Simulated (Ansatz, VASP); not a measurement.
## One calculation of Al2P3, two programs

```
CELL_PARAMETERS angstrom
3.40504 0.00000 0.00000
1.56199 6.15472 0.00000
0.41089 0.04026 8.56060
ATOMIC_POSITIONS crystal
Al 0.32373 0.68857 0.79360
Al 0.75547 0.21833 0.70741
Al 0.70990 0.29177 0.09779
Al 0.37086 0.84266 0.42035
P 0.61660 0.41807 0.46727
P 0.96849 0.88268 0.03089
P 0.82536 0.85937 0.61851
P 0.18898 0.34507 0.88012
P 0.21321 0.24118 0.33010
P 0.52740 0.71231 0.15395
```

Change from the starting cell: the structure that the rattled cell fell into.

Alike in both runs: task single point; functional PBE; k mesh 6 × 4 × 2; occupations gaussian, width 0.1 eV; no spin polarisation.

```csv
,VASP,Ansatz
version,VASP 6.6.1,Ansatz 0.2.0
potentials or method,"VASP PAW PBE potentials, release 64 (Al, P), cutoff 520 eV","scalar-relativistic, plane waves, PAW"
valence electrons in the cell,42,42
```

```csv
,VASP,Ansatz,Ansatz less VASP
gap on the k mesh at the Fermi level (eV),none,none,-
pressure (GPa),0.0,0.2,+0.13
"traceless stress, the component that is largest in VASP (GPa)",-0.26,-0.26,-0.004
rms of the force components (eV/Å),0.054,0.048,-0.0057
```

Atom by atom the forces differ by 0.015 eV/Å (rms over components). A gap of «none» marks a metal or a gap that the smearing closes.

The k mesh is coarse, so the values compare programs but aren't converged.
